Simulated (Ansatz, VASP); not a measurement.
**One calculation of Hf, two programs**

```xyz
1
Lattice="0.0000 2.3761 1.9620 2.2017 0.0000 1.9620 2.2017 2.3761 0.0000" Properties=species:S:1:pos:R:3 pbc="T T T"
Hf    0.0000    0.0000    0.0000
```

Change from the starting cell: strain +e along x and -e along y -0.0400, strain +e along z and -e/2 along x and y -0.1000.

Alike in both runs: task single point; functional LDA; k mesh 18 × 18 × 18; occupations gaussian, width 0.15 eV; no spin polarisation.

|  | VASP | Ansatz |
| --- | --- | --- |
| version | VASP 6.6.1 | Ansatz 0.2.0 |
| potentials or method | VASP PAW LDA potentials, release 64 (Hf_pv), cutoff 520 eV | scalar-relativistic, plane waves, PAW |
| valence electrons in the cell | 10 | 26 |

|  | VASP | Ansatz | Ansatz less VASP |
| --- | --- | --- | --- |
| gap on the k mesh at the Fermi level (eV) | none | none | - |
| pressure (GPa) | 0.8 | 0.7 | -0.06 |
| traceless stress, the component that is largest in VASP (GPa) | -3.58 | -3.57 | +0.017 |

LDA's correlation is that of Perdew and Zunger in VASP and of Perdew and Wang (1992) in Ansatz. A gap of «none» marks a metal or a gap that the smearing closes. VASP's potentials hold 10 valence electrons a cell and Ansatz's 26, so a difference there can come from the potentials and not from the codes.

Spin-orbit coupling is off throughout.
